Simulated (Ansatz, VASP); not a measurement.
## BP: VASP beside Ansatz

POSCAR

```
BP
1.0
    0.0000000000      2.2690000000      2.2690000000
    2.2690000000      0.0000000000      2.2690000000
    2.2690000000      2.2690000000      0.0000000000
P B
1 1
Direct
    0.7500000000      0.7500000000      0.7500000000
    0.0000000000      0.0000000000      0.0000000000
```

INCAR.step1

```
SYSTEM = BP
ALGO = Normal
EDIFF = 1E-5
ENCUT = 520
GGA = PE
ISIF = 2
ISMEAR = -1
LASPH = .TRUE.
LCHARG = .FALSE.
LREAL = .FALSE.
LWAVE = .TRUE.
NBANDS = 11
NELM = 60
PREC = Accurate
SIGMA = 0.05
```

The input INCAR.step2:

```
SYSTEM = BP
AEXX = 0.5
AGGAC = 1.0
AGGAX = 0.5
ALDAC = 0.0
ALDAX = 0.5
ALGO = Normal
EDIFF = 1E-6
ENCUT = 520
GGA = B5
ISIF = 2
ISMEAR = -1
ISTART = 1
LASPH = .TRUE.
LCHARG = .FALSE.
LHFCALC = .TRUE.
LREAL = .FALSE.
LWAVE = .FALSE.
NBANDS = 11
NELM = 60
PREC = Accurate
PRECFOCK = Normal
SIGMA = 0.05
```

Contents of KPOINTS:

```
k-points
0
G
  5 5 5
  0 0 0
```

input.yaml

```yaml
crystal:
  lattice:
    - [0.0, 2.269, 2.269]
    - [2.269, 0.0, 2.269]
    - [2.269, 2.269, 0.0]
  atoms:
    - { symbol: P, position: [0.75, 0.75, 0.75] }
    - { symbol: B, position: [0.0, 0.0, 0.0] }
hamiltonian:
  xc: { name: BHLYP }
  pseudopotentials: { kind: paw }
kpoints:
  mp_grid: { grid: [5, 5, 5] }
scf:
  occupations: { method: fermi_dirac, width: 0.05 }
output:
  forces: true
  stress: true
  eigenvalues: true
```

Alike in both runs: task single point; functional BHLYP; k mesh 5 × 5 × 5; occupations fermi-dirac, width 0.05 eV; no spin polarisation.

|  | VASP | Ansatz |
| --- | --- | --- |
| version | VASP 6.6.1 | Ansatz 0.2.0 |
| potentials or method | VASP PAW PBE potentials, release 64 (P, B) | Ansatz PAW |
| plane-wave cutoff (eV) | 520 | 420 |
| valence electrons in the cell | 8 | 8 |

Ansatz gave:

```
gap on the k mesh at the Fermi level (eV) : 4.57
least direct gap on the mesh (eV)         : 7.01
pressure (GPa)                            : 0.3
```

Task: Which values does VASP return?

Result: gap on the k mesh at the Fermi level (eV): 4.67; least direct gap on the mesh (eV): 7.12; pressure (GPa): -0.8.

VASP's potentials were made for PBE, not for BHLYP. With one functional, cell and mesh, what is left measures potentials, basis and numerics.

The k mesh is coarse, so the values compare programs but aren't converged. Noted on Ansatz's run: odd divisions of the mesh miss points on the zone boundary, where band edges often lie, so the gap on the mesh can be too wide.
